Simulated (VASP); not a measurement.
# Li (I4/mmm) in VASP: further runs

The runs below take Li through single point, with PBE.

Program: VASP 6.6.1. These are calculated values, not measurements. Logs are shortened: lines on timing, memory, paths and dates and some standing lists are left out, and cuts for length are marked.

### Step 1. The cell of the first run

Symmetry: I4/mmm, No. 139, tetragonal system. Conventional cell: a = 3.432 Å, b = 3.432 Å, c = 3.467 Å, α = 90.00°, β = 90.00°, γ = 90.00°. Within 3.9 Å of Li (site symmetry 4/mmm) lie 14 Li at 2.98 to 3.47 Å.

### Step 2. Single point, PBE (strain along c alone, the other axes held: +1.0 %)

INCAR

```
ALGO = Fast ; EDIFF = 1E-6
ENCUT = 520 ; GGA = PE
ISIF = 2 ; ISMEAR = 0
LASPH = True ; LCHARG = True
LELF = True ; LREAL = False
LVHAR = True ; LWAVE = False
NBANDS = 10 ; NELM = 100
PREC = Accurate ; SIGMA = 0.1
```

KPOINTS

```
k-points
0
Gamma
  16 16 16
```

POSCAR

```
Li
1.0
    3.4324475723      0.0000000000      0.0000000000
    0.0000000000      3.4324475723      0.0000000000
    0.0000000000      0.0000000000      3.4667720481
Li
2
Direct
    0.0000000000      0.0000000000      0.0000000000
    0.5000000000      0.5000000000      0.5000000000
```

Potentials or basis: VASP PAW PBE potentials, release 64 (Li_sv).

On the command line:

```bash
$ cat potpaw_PBE.64/Li_sv/POTCAR > POTCAR
$ mpirun -np 1 vasp_std > vasp.out
```

OUTCAR:

```text
EDIFF = 1E-6
   ENCUT = 520
   GGA = PE
   ISIF = 2
   ISMEAR = 0
   LASPH = True
   LREAL = False
   NELM = 100
   PREC = Accurate

 ion  position               nearest neighbor table
   1  0.000  0.000  0.000-
   2  0.500  0.500  0.500-

  LATTYP: Found a simple tetragonal cell.
 ALAT       =     3.4324475723
 C/A-ratio  =     1.0100000000

  Lattice vectors:

 A1 = (   3.4324475723,   0.0000000000,   0.0000000000)
 A2 = (   0.0000000000,   3.4324475723,   0.0000000000)
 A3 = (   0.0000000000,   0.0000000000,   3.4667720481)

Analysis of symmetry for initial positions (statically):
=====================================================================
 Subroutine PRICEL returns following result:

  LATTYP: Found a body centered tetragonal cell.
 ALAT       =     3.4324475723
 C/A-ratio  =     1.0100000000

  Lattice vectors:

 A1 = (  -1.7162237862,  -1.7162237862,  -1.7333860240)
 A2 = (   1.7162237862,   1.7162237862,  -1.7333860241)
 A3 = (   1.7162237862,  -1.7162237861,   1.7333860240)

   2 primitive cells build up your supercell.

 Routine SETGRP: Setting up the symmetry group for a
 simple tetragonal supercell.

 Subroutine GETGRP returns: Found 16 space group operations
 (whereof 16 operations were pure point group operations)
 out of a pool of 16 trial point group operations.

The static configuration has the point symmetry D_4h.

Analysis of symmetry for dynamics (positions and initial velocities):
=====================================================================
 Subroutine PRICEL returns following result:

  LATTYP: Found a body centered tetragonal cell.
 ALAT       =     3.4324475723
 C/A-ratio  =     1.0100000000

  Lattice vectors:

 A1 = (  -1.7162237862,  -1.7162237862,  -1.7333860240)
 A2 = (   1.7162237862,   1.7162237862,  -1.7333860241)
 A3 = (   1.7162237862,  -1.7162237861,   1.7333860240)

   2 primitive cells build up your supercell.

 Routine SETGRP: Setting up the symmetry group for a
 simple tetragonal supercell.

 Subroutine GETGRP returns: Found 16 space group operations
 (whereof 16 operations were pure point group operations)
 out of a pool of 16 trial point group operations.

The dynamic configuration has the point symmetry D_4h.

 Subroutine INISYM returns: Found 16 space group operations
 (whereof 16 operations are pure point group operations),
 and found     2 'primitive' translations

----------------------------------------------------------------------------------------

                                     Primitive cell

  volume of cell :      20.4222

  direct lattice vectors                    reciprocal lattice vectors
    -1.716223786 -1.716223786 -1.733386024     0.000000000 -0.291337298 -0.288452770
     1.716223786  1.716223786 -1.733386024     0.291337298  0.000000000 -0.288452770
     1.716223786 -1.716223786  1.733386024     0.291337298 -0.291337298  0.000000000

  length of vectors
     2.982528336  2.982528336  2.982528336     0.409978562  0.409978562  0.412013158

  position of ions in fractional coordinates (direct lattice)
     0.000000000  0.000000000  0.000000000

  ion indices of the primitive-cell ions
   primitive index   ion index
                 1           1

----------------------------------------------------------------------------------------

 KPOINTS: k-points

Automatic generation of k-mesh.
 Grid dimensions read from file:
 generate k-points for:   16   16   16

 Generating k-lattice:

  Cartesian coordinates                     Fractional coordinates (reciprocal lattice)
     0.018208581  0.000000000  0.000000000     0.062500000  0.000000000  0.000000000
     0.000000000  0.018208581  0.000000000     0.000000000  0.062500000  0.000000000
     0.000000000  0.000000000  0.018028298     0.000000000  0.000000000  0.062500000

  Length of vectors
     0.018208581  0.018208581  0.018028298

  Shift w.r.t. Gamma in fractional coordinates (k-lattice)
     0.000000000  0.000000000  0.000000000

 Subroutine IBZKPT returns following result:
 ===========================================

 Found    405 irreducible k-points:

 Following reciprocal coordinates:
            Coordinates               Weight
  0.000000  0.000000  0.000000      1.000000
  0.062500  0.000000  0.000000      4.000000
  0.125000  0.000000  0.000000      4.000000
  0.187500  0.000000  0.000000      4.000000
  0.250000  0.000000  0.000000      4.000000
  0.312500  0.000000  0.000000      4.000000
[... 16 lines left out ...]
  0.437500  0.125000  0.000000      8.000000
  0.500000  0.125000  0.000000      4.000000
 [... further k-points ...]
   k-points           NKPTS =    405   k-points in BZ     NKDIM =    405   number of bands    NBANDS=     10
   number of dos      NEDOS =    301   number of ions     NIONS =      2
   total plane-waves  NPLWV =  21952
   dimension x,y,z NGX =    28 NGY =   28 NGZ =   28
   dimension x,y,z NGXF=    56 NGYF=   56 NGZF=   56
   ions per type =               2
   NGX,Y,Z   is equivalent  to a cutoff of  13.56, 13.56, 13.43 a.u.
   NGXF,Y,Z  is equivalent  to a cutoff of  27.12, 27.12, 26.85 a.u.
 SYSTEM =  unknown system
   PREC   = accura    normal or accurate (medium, high low for compatibility)
   ISTART =      0    job   : 0-new  1-cont  2-samecut
   ICHARG =      2    charge: 1-file 2-atom 10-const
   ISPIN  =      1    spin polarized calculation?
   LNONCOLLINEAR =      F non collinear calculations
   LSORBIT =      F    spin-orbit coupling
   LASPH  =      T    aspherical Exc in radial PAW
   ENCUT  =  520.0 eV  38.22 Ry    6.18 a.u.   6.38  6.38  6.45*2*pi/ulx,y,z
   NELM   =    100;   NELMIN=  2; NELMDL= -5     # of ELM steps
   EDIFF  = 0.1E-05   stopping-criterion for ELM
   LREAL  =      F    real-space projection
[... 7 lines left out ...]
   TEBEG  =    0.0;   TEEND  =   0.0 temperature during run
   PSTRESS=    0.0 pullay stress
   NELECT =       6.0000    total number of electrons
   NUPDOWN=      -1.0000    fix difference up-down
   EMIN   =  10.00;   EMAX   =-10.00  energy-range for DOS
   EFERMI =   0.00;   METHOD = LEGACY
   ISMEAR =     0;   SIGMA  =   0.10  broadening in eV -4-tet -1-fermi 0-gaus
   EFERMI_NEDOS =   21; number of points for ismear=-14 and -15
   IALGO  =     68    algorithm
   IMIX   =      4    mixing-type and parameters
     AMIX     =   0.40;   BMIX     =  1.00
     AMIX_MAG =   1.60;   BMIX_MAG =  1.00
  volume/ion in A,a.u.               =      20.42       137.82
  Fermi-wavevector in a.u.,A,eV,Ry     =   0.863802  1.632349 10.152040  0.746154
  Thomas-Fermi vector in A             =   1.981805
   LORBIT       =      0    0 simple, 1 ext, 2 COOP (PROOUT), +10 PAW based schemes
   GGA     = PE    functional components
   LHFCALC =     F    Hartree Fock is set to
   AEXX    =    0.0000 exact exchange contribution
   IVDW    =     0    specifies the selected vdW correction
   LEPSILON=     F    determine dielectric tensor
   LRPA    =     F    only Hartree local field effects (RPA)
 non-spin polarized calculation
 RMM-DIIS sequential band-by-band and
 Gauss-broadening in eV      SIGMA  =   0.10
  energy-cutoff  :      520.00
  volume of cell :       40.84
 maximum number of plane-waves:      1120
 NGX is ok and might be reduce to    28
   NGX = 13   NGY = 13   NGZ = 13

 number of electron       6.0000005 magnetization

 Free energy of the ion-electron system (eV)
  ---------------------------------------------------
  ext. energy  EPLUGINS =         0.00000000
  ---------------------------------------------------
  free energy    TOTEN  =        -3.81233867 eV

  energy without entropy =       -3.80756675  energy(sigma->0) =       -3.80995271

 E-fermi :   0.6177     XC(G=0):  -7.0265

 val. band max:        0.6140163050   @ k =   0.4375   0.2500   0.0000
 cond. band min:       0.6210778930   @ k =   0.3750   0.3125   0.3750
 fundamental gap:      0.0070615880
 Fermi energy:         0.6177030746

 k-point     1 :       0.0000    0.0000    0.0000
  band No.  band energies     occupation
      1     -45.9443      2.00000
      2     -45.9126      2.00000
      3      -2.9465      2.00000
      4       5.9531      0.00000
      5       6.1714      0.00000
      6       6.1714      0.00000
      7       8.2735      0.00000
      8       8.4146      0.00000
      9      14.5651      0.00000
     10      15.1260      0.00000

 k-point     2 :       0.0625    0.0000    0.0000
  band No.  band energies     occupation
      1     -45.9439      2.00000
      2     -45.9128      2.00000
      3      -2.9093      2.00000
      4       5.6046      0.00000
      5       6.0011      0.00000
      6       6.2192      0.00000
      7       8.3534      0.00000
      8       9.0173      0.00000
      9      14.8813      0.00000
     10      15.0028      0.00000

 k-point     3 :       0.1250    0.0000    0.0000
  band No.  band energies     occupation
      1     -45.9429      2.00000
      2     -45.9135      2.00000
      3      -2.7980      2.00000
      4       4.5993      0.00000
      5       6.1448      0.00000
      6       6.3627      0.00000
      7       8.5060      0.00000
      8      10.1958      0.00000
      9      14.2896      0.00000
     10      14.4079      0.00000

 k-point     4 :       0.1875    0.0000    0.0000
  band No.  band energies     occupation
      1     -45.9412      2.00000
      2     -45.9147      2.00000
      3      -2.6118      2.00000
      4       3.5702      0.00000
      5       6.3841      0.00000
      6       6.6014      0.00000
      7       8.7556      0.00000
      8      11.4154      0.00000
      9      13.4508      0.00000
     10      13.6272      0.00000

 k-point     5 :       0.2500    0.0000    0.0000
  band No.  band energies     occupation
      1     -45.9389      2.00000
      2     -45.9164      2.00000
      3      -2.3500      2.00000
      4       2.5949      0.00000
      5       6.7184      0.00000
      6       6.9349      0.00000
      7       9.1044      0.00000
      8      12.3513      0.00000
      9      12.5034      0.00000
     10      12.6777      0.00000

 k-point     6 :       0.3125    0.0000    0.0000
  band No.  band energies     occupation
      1     -45.9362      2.00000
      2     -45.9185      2.00000
      3      -2.0116      2.00000
      4       1.6932      0.00000
      5       7.1468      0.00000
      6       7.3623      0.00000
      7       9.5525      0.00000
      8      11.5453      0.00000
      9      11.7345      0.00000
     10      12.8202      0.00000
[... 183 lines left out ...]
 k-point    21 :       0.3125    0.1250    0.0000
  band No.  band energies     occupation
      1     -45.9353      2.00000
      2     -45.9189      2.00000
      3      -1.8651      2.00000
      4       1.7937      0.00000
      5       6.0304      0.00000
      6       7.3340      0.00000
      7      10.3643      0.00000
      8      10.8259      0.00000
      9      11.6479      0.00000
     10      13.3394      0.00000

 k-point    22 :       0.3750    0.1250    0.0000
  band No.  band energies     occupation
      1     -45.9325      2.00000
      2     -45.9213      2.00000
      3      -1.4508      2.00000
      4       0.9906      0.00000
      5       6.5341      0.00000
      6       7.8524      0.00000
      7       9.4451      0.00000
      8      10.7648      0.00000
      9      11.3192      0.00000
     10      13.2853      0.00000

 k-point    23 :       0.4375    0.1250    0.0000
  band No.  band energies     occupation
      1     -45.9296      2.00000
      2     -45.9238      2.00000
      3      -0.9585      2.00000
      4       0.2624      2.00000
      5       7.1326      0.00000
      6       8.4604      0.00000
      7       8.5940      0.00000
      8       9.9259      0.00000
      9      11.8607      0.00000
     10      12.9142      0.00000

 k-point    24 :       0.5000    0.1250    0.0000
  band No.  band energies     occupation
      1     -45.9266      2.00000
      2     -45.9266      2.00000
      3      -0.3876      2.00000
      4      -0.3876      2.00000
      5       7.8209      0.00000
      6       7.8209      0.00000
      7       9.1537      0.00000
      8       9.1537      0.00000
      9      12.4092      0.00000
     10      12.4132      0.00000

 [... further k-points ...]
[... 5 lines left out ...]
  --------------------------------------------------------------------------------------
  -------------------------------------------------------------------------------------
  Total       -0.0303258     -0.0303258     -0.0424549      0.0000000     -0.0000000      0.0000000
  in kB       -1.1895693     -1.1895693     -1.6653503      0.0000000     -0.0000000      0.0000000
  external PRESSURE =      -1.3481630 kB  Pullay stress =       0.0000000 kB

 VOLUME and BASIS-vectors are now :
 -----------------------------------------------------------------------------
  energy-cutoff  :      520.00
  volume of cell :       40.84
      direct lattice vectors                 reciprocal lattice vectors
     3.432447572  0.000000000  0.000000000     0.291337298  0.000000000  0.000000000
     0.000000000  3.432447572  0.000000000     0.000000000  0.291337298  0.000000000
     0.000000000  0.000000000  3.466772048     0.000000000  0.000000000  0.288452770

 POSITION                                       TOTAL-FORCE (eV/Angst)
 -----------------------------------------------------------------------------------
      0.00000      0.00000      0.00000         0.000000      0.000000     -0.000000
      1.71622      1.71622      1.73339        -0.000000     -0.000000      0.000000
 -----------------------------------------------------------------------------------
    total drift:                                0.000000      0.000000      0.000000

  FREE ENERGIE OF THE ION-ELECTRON SYSTEM (eV)
  ---------------------------------------------------
  free  energy   TOTEN  =        -3.8123386706 eV

  energy  without entropy=       -3.8075667469  energy(sigma->0) =       -3.80995271
```

Wall time 64 s (1 thread of Intel Xeon 6975P-C (Granite Rapids), shared host); peak memory 0.23 GiB.

What came out:

| Quantity | Value |
| --- | --- |
| Free energy | -3.8123 eV |
| Band gap on the k mesh | zero (band 3 reaches 3.96 eV, above the bottom of band 4 at -0.57 eV) |

Levels at points of the mesh, in eV from the Fermi level:
```tsv
k point	band 1	band 2	band 3	band 4	band 5	band 6	band 7	band 8
(0.00, 0.00, 0.00)	-46.56	-46.53	-3.56	5.34	5.55	5.55	7.66	7.80
(0.50, 0.00, 0.00)	-46.54	-46.54	-1.14	-1.14	8.36	8.36	8.57	8.57
(0.50, 0.50, 0.00)	-46.54	-46.54	0.26	0.26	3.26	3.26	10.21	10.21
(0.00, 0.00, 0.50)	-46.54	-46.54	-1.19	-1.19	8.52	8.52	8.52	8.52
(0.50, 0.00, 0.50)	-46.54	-46.54	0.22	0.22	3.20	3.20	10.34	10.34
(0.50, 0.50, 0.50)	-46.54	-46.54	3.34	3.34	3.34	3.34	3.38	3.38
```

Caveat: the cell differs from its parent crystal (strain along c alone, the other axes held: +1.0 %); the cutoff is under 1.25 times the usual one of these potentials, so pressure, stress and relaxed cells hold a basis-set (Pulay) error.

(Continued in part 2 of 2.)
